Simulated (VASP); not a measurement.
Mo3H:

```
H Mo
1.0
    -2.67831    2.67831    3.86278
     2.67831   -2.67831    3.86278
     2.67831    2.67831   -3.86278
H Mo
2 6
Direct
  0.25000 0.75000 0.50000
  0.75000 0.25000 0.50000
  0.29291 0.20709 0.50000
  0.20709 0.70709 0.91419
  0.79291 0.29291 0.08581
  0.70709 0.79291 0.50000
  0.25000 0.25000 0.00000
  0.75000 0.75000 0.00000
```

The cell was built from a structure type or drawn by symmetry, and may not be a known phase.

| Item | Value |
| --- | --- |
| Program | VASP 6.6.1 |
| Task | relaxation of cell and atoms |
| Functional | PBE |
| Potentials or basis | VASP PAW PBE potentials, release 64 (H, Mo_sv) |
| Cutoff | 600 eV |
| k mesh | 4 × 4 × 4 |
| Occupations | gaussian, width 0.2 eV |
| Spin | no spin polarisation |

At the start: pressure -4.1 GPa; volume 13.85 Å³/atom.

Task: How do energy, volume and symmetry change on relaxing?

Result: Over 7 steps the energy falls by 9.7 meV/atom and the volume is 13.59 Å³/atom (-1.9 %); space group I4/mcm (No. 140, to 0.1 Å) before and after.

Step by step:
| step | energy change (eV) | largest force (eV/Å) | pressure (GPa) | volume (Å³) |
| --- | --- | --- | --- | --- |
| 1 | 0.0000 | 0.2371 | -4.11 | 110.84 |
| 2 | 0.0239 | 0.0836 | 6.67 | 105.23 |
| 3 | -0.0364 | 0.1732 | 0.34 | 108.34 |
| 4 | -0.0465 | 0.1410 | 0.31 | 108.41 |
| 5 | -0.0698 | 0.0339 | 0.26 | 108.61 |
| 6 | -0.0638 | 0.1784 | 0.37 | 108.93 |
| 7 | -0.0773 | 0.0503 | 0.26 | 108.75 |

Final structure:
```
H Mo
1.0
    -2.62278    2.62278    3.95224
     2.62278   -2.62278    3.95224
     2.62278    2.62278   -3.95224
H Mo
2 6
Direct
  0.25000 0.75000 0.50000
  0.75000 0.25000 0.50000
  0.28540 0.21460 0.50000
  0.21460 0.71460 0.92919
  0.78540 0.28540 0.07081
  0.71460 0.78540 0.50000
  0.25000 0.25000 0.00000
  0.75000 0.75000 0.00000
```

Caveat: the relaxation stopped at a loose force limit of 0.08 eV/Å, so its end isn't a converged minimum.
